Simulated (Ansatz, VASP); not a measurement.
**One calculation of Re, two programs**

The input INCAR:

```
PREC = Accurate ; ENCUT = 520
EDIFF = 1E-6 ; ISMEAR = -1
SIGMA = 0.1 ; LREAL = F
LASPH = T ; NELM = 60
ALGO = Normal ; ISIF = 2
LWAVE = F ; LCHARG = F
GGA = RP ; NBANDS = 10
```

Contents of KPOINTS:

```
Automatic mesh
0
Gamma
  15 15 15
```

Contents of POSCAR:

```
Re
1.0
    0.0000000000      1.9905378249      1.9905378249
    1.9905378249      0.0000000000      1.9905378249
    1.9905378249      1.9905378249      0.0000000000
Re
1
Direct
    0.0000000000      0.0000000000      0.0000000000
```

Input for Ansatz:

```yaml
crystal:
  lattice:
    - [0.0, 1.9905378249, 1.9905378249]
    - [1.9905378249, 0.0, 1.9905378249]
    - [1.9905378249, 1.9905378249, 0.0]
  atoms:
    - { symbol: Re, position: [0.0, 0.0, 0.0] }
hamiltonian:
  xc: rpbe
  pseudopotentials:
    kind: paw
    azcp:
      Re: "pseudopotentials/Re.paw.azcp"
basis:
  ecutwfc: 420
  fft_grid_basis: typed
kpoints:
  mp_grid: { grid: [15, 15, 15], shift: [0, 0, 0] }
magnetization:
  spin_polarized: false
scf:
  occupations: { method: fermi_dirac, width: 0.1 }
  lower_state_search: "off"
output:
  stress: true
```

Alike in both runs: task single point; functional RPBE; k mesh 15 × 15 × 15; occupations fermi-dirac, width 0.1 eV; no spin polarisation.

|  | VASP | Ansatz |
| --- | --- | --- |
| version | VASP 6.6.1 | Ansatz 0.2.0 |
| potentials or method | VASP PAW PBE potentials, release 64 (Re), cutoff 520 eV | plane waves (420 eV) with PAW, scalar-relativistic |
| valence electrons in the cell | 7 | 15 |

VASP gave:

```
pressure (GPa) : -13.4
```

Question: What did Ansatz give for the same quantities?

Answer: Pressure (GPa): -12.6.

VASP's potentials were made for PBE, not for RPBE. With one functional, cell and mesh, what is left measures potentials, basis and numerics. VASP's potentials hold 7 valence electrons a cell and Ansatz's 15, so a difference there can come from the potentials and not from the codes.

Spin-orbit coupling is off throughout.
